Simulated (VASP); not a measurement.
A run of VASP 6.6.1 is set up as follows.

INCAR

```
SYSTEM = ZrC3
ALGO = Normal ; EDIFF = 1E-6
ENCUT = 600 ; GGA = PE
GGA_COMPAT = .FALSE. ; ISIF = 2
ISMEAR = 0 ; LASPH = .TRUE.
LCHARG = .TRUE. ; LELF = .TRUE.
LREAL = .FALSE. ; LVHAR = .TRUE.
LWAVE = .FALSE. ; NBANDS = 34
NELM = 120 ; PREC = Accurate
SIGMA = 0.1
```

Contents of KPOINTS:

```
k-points
0
G
  10 10 10
  0 0 0
```

The input POSCAR:

```
ZrC3
1.0
    4.3042862705      0.0000000000      0.0000000000
    0.0000000000      4.3042862705      0.0000000000
    0.0000000000      0.0000000000      4.3042862705
Zr C
2 6
Direct
    0.0000000000      0.0000000000      0.0000000000
    0.5000000000      0.5000000000      0.5000000000
    0.0000000000      0.5000000000      0.2500000000
    0.0000000000      0.5000000000      0.7500000000
    0.2500000000      0.0000000000      0.5000000000
    0.7500000000      0.0000000000      0.5000000000
    0.5000000000      0.7500000000      0.0000000000
    0.5000000000      0.2500000000      0.0000000000
```

Potentials or basis: VASP PAW PBE potentials, release 64 (Zr_sv, C).

Launch:

```console
$ cat potpaw_PBE.64/Zr_sv/POTCAR potpaw_PBE.64/C/POTCAR > POTCAR
$ mpirun -np 1 vasp_std > vasp.out
```

Problem. Estimate the band gap on the k mesh.

Solution. Zero (bands 24 and 25 overlap by 1.75 eV).

Problem. What does it give for the pressure?

Solution. 0.2 GPa.
